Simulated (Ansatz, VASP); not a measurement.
**One calculation of SnTe, two programs**

```
CELL_PARAMETERS angstrom
-0.18962 3.12729 3.12729
3.12729 -0.18962 3.12729
3.12729 3.12729 -0.18962
ATOMIC_POSITIONS crystal
Sn 0.00000 0.00000 0.00000
Te 0.50000 0.50000 0.50000
```

Change from the starting cell: epitaxial_111 strain +4.0%.

Alike in both runs: task single point; functional PBE; k mesh 8 × 8 × 8; occupations fermi-dirac, width 0.02 eV; no spin polarisation.

```csv
,VASP,Ansatz
version,VASP 6.6.1,Ansatz 0.2.0
potentials or method,"VASP PAW PBE potentials, release 64 (Sn_d, Te)","plane waves, PAW"
plane-wave cutoff (eV),520,420
valence electrons in the cell,20,30
```

|  | VASP | Ansatz | Ansatz less VASP |
| --- | --- | --- | --- |
| pressure (GPa) | -0.7 | -0.6 | +0.02 |
| traceless stress, the component that is largest in VASP (GPa) | 0.82 | 0.82 | +0.001 |

VASP's potentials hold 20 valence electrons a cell and Ansatz's 30, so a difference there can come from the potentials and not from the codes.

Spin-orbit coupling is off throughout.
